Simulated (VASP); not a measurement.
Set up this calculation in VASP 6.6.1, as the native input.

```
Task                   : single point
Functional             : PBE
Potentials or basis    : VASP PAW PBE potentials, release 64 (Zr_sv, Si)
Cutoff                 : 520 eV
k mesh                 : 14 × 14 × 14
Occupations            : gaussian, width 0.1 eV
Spin                   : no spin polarisation
Dipole correction      : no
Further INCAR settings : ALGO = Normal; EDIFF = 1e-06; NBANDS = 29
```

The structure of ZrSi2 lies in POSCAR:

```
ZrSi2
1.0
   -1.8199355856      1.8199355856      7.8140496914
    1.8199355856     -1.8199355856      7.8140496914
    1.8199355856      1.8199355856     -7.8140496914
Zr Si
2 4
Direct
    0.0000000000      0.0000000000      0.0000000000
    0.7500000000      0.2500000000      0.5000000000
    0.4218679589      0.4218679589      0.0000000000
    0.1718679589      0.6718679589      0.5000000000
    0.3281320411      0.8281320411      0.5000000000
    0.5781320411      0.5781320411      0.0000000000
```

The input as run:

INCAR

```
  PREC = Accurate
  ENCUT = 520
  EDIFF = 1E-6
  ISMEAR = 0
  SIGMA = 0.1
  LREAL = F
  LASPH = T
  NELM = 80
  ALGO = Normal
  ISIF = 2
  LWAVE = F
  LCHARG = F
  GGA = PE
  NBANDS = 29
```

KPOINTS

```
Automatic mesh
0
Gamma
  14 14 14
```

Potentials or basis: VASP PAW PBE potentials, release 64 (Zr_sv, Si).

Launch:

```console
$ cat potpaw_PBE.64/Zr_sv/POTCAR potpaw_PBE.64/Si/POTCAR > POTCAR
$ mpirun -np 1 vasp_std > vasp.out
```

It gave:

* Pressure: 0.0 GPa
* Largest force: 0.014 eV/Å
* Band gap on the k mesh: zero (bands 20 and 21 overlap by 1.33 eV)

It took 98 min on 1 thread of Intel Xeon 8259CL (shared host), peak memory 0.96 GiB.
